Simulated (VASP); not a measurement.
**Ti3Al: single point with PBEsol**

Ti3Al:

```xyz
4
Lattice="0.0000 3.3189 3.3189 3.3189 0.0000 3.3189 3.3189 3.3189 0.0000" Properties=species:S:1:pos:R:3 pbc="T T T"
Ti    4.9783    4.9783    4.9783
Ti    1.6594    1.6594    1.6594
Ti    0.0000    0.0000    0.0000
Al    3.3189    3.3189    3.3189
```

- Program: VASP 6.6.1
- Task: single point
- Functional: PBEsol
- Potentials or basis: VASP PAW PBE potentials, release 64 (Ti_sv, Al)
- Cutoff: 520 eV
- k mesh: 12 × 12 × 12
- Occupations: gaussian, width 0.15 eV
- Spin: collinear spin
- Starting moments: [0.7, 0.7, 0.7, 0.0] μB
- Fixed moment: 2.1 μB
- Dipole correction: no
- Further INCAR settings: ALGO = Normal; EDIFF = 1e-06; NBANDS = 32

| Item | Value |
| --- | --- |
| Pressure | -10.9 GPa |
| Net moment | 2.10 μB per cell |
| Site moments | Ti +0.28, +1.01 (each value once); Al -0.02 μB |
| Valence electrons inside the program's atomic spheres | Ti 10.16, 10.24 (each value once); Al 0.78 |

It took 2.7 min on 1 thread of Intel(R) Xeon(R) 6975P-C (Granite Rapids), with other jobs on the host, peak memory 0.39 GiB.

Caveat: the cell stands under tension; the PAW data sets were made with another functional, which shifts forces and pressure a little; the total moment is fixed, so each spin has its own Fermi level and the state may be an excited one.
